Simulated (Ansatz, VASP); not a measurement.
Two plane-wave programs on Zn2Si3N3

INCAR

```
PREC = Accurate
ENCUT = 600
EDIFF = 1E-6
ISMEAR = 0
SIGMA = 0.2
LREAL = False
LASPH = True
NELM = 60
ALGO = Normal
ISIF = 3
LWAVE = False
LCHARG = False
GGA = PE
IBRION = 2
NSW = 36
EDIFFG = -0.08
```

The input KPOINTS:

```
regular mesh
0
Gamma
  5 5 2
```

The input POSCAR:

```
Zn2Si3N3
1.0
    3.1000000000      0.0000000000      0.0000000000
    0.0000000000      3.1000000000      0.0000000000
    0.0000000000      0.0000000000     10.2000000000
Zn Si N
2 3 3
Direct
    0.5000000000      0.0000000000      0.6900000000
    0.0000000000      0.5000000000      0.3100000000
    0.0000000000      0.5000000000      0.9150000000
    0.5000000000      0.0000000000      0.0850000000
    0.0000000000      0.0000000000      0.5000000000
    0.0000000000      0.0000000000      0.0000000000
    0.5000000000      0.5000000000      0.1700000000
    0.5000000000      0.5000000000      0.8300000000
```

Input for Ansatz:

```yaml
crystal:
  lattice:
    - [3.1, 0.0, 0.0]
    - [0.0, 3.1, 0.0]
    - [0.0, 0.0, 10.2]
  atoms:
    - { symbol: Zn, position: [0.5, 0.0, 0.69] }
    - { symbol: Zn, position: [0.0, 0.5, 0.31] }
    - { symbol: Si, position: [0.0, 0.5, 0.915] }
    - { symbol: Si, position: [0.5, 0.0, 0.085] }
    - { symbol: Si, position: [0.0, 0.0, 0.5] }
    - { symbol: "N", position: [0.0, 0.0, 0.0] }
    - { symbol: "N", position: [0.5, 0.5, 0.17] }
    - { symbol: "N", position: [0.5, 0.5, 0.83] }
basis:
  ecutwfc: 420
kpoints:
  mp_grid: { grid: [5, 5, 2] }
hamiltonian:
  xc: pbe
scf:
  occupations: { method: gaussian, width: 0.2 }
  lower_state_search: "off"
output:
  forces: true
  stress: true
  eigenvalues: true
relax:
  adjacent_minimum: "off"
  f_tol: 0.08
  max_steps: 16
  cell: { stress_tol: 0.8 }
```

Alike in both runs: task relaxation of cell and atoms; functional PBE; k mesh 5 × 5 × 2; occupations gaussian, width 0.2 eV; no spin polarisation.

|  | VASP | Ansatz |
| --- | --- | --- |
| version | VASP 6.6.1 | Ansatz 0.2.0 |
| potentials or method | VASP PAW PBE potentials, release 64 (Zn, Si, N), cutoff 600 eV | scalar-relativistic, plane waves, PAW |
| valence electrons in the cell | 51 | 51 |

|  | VASP | Ansatz | Ansatz less VASP |
| --- | --- | --- | --- |
| gap on the k mesh at the Fermi level, each at its own relaxed structure (eV) | none | none | - |
| relaxed volume (Å³/atom) | 12.15 | 12.17 | +0.014 |
| relaxed length of the cell vector where the two differ most in proportion (Å) | 10.359 | 10.403 | +0.0440 |

A gap of «none» marks a metal or a gap that the smearing closes.

The k mesh is coarse, so the values compare programs but aren't converged.
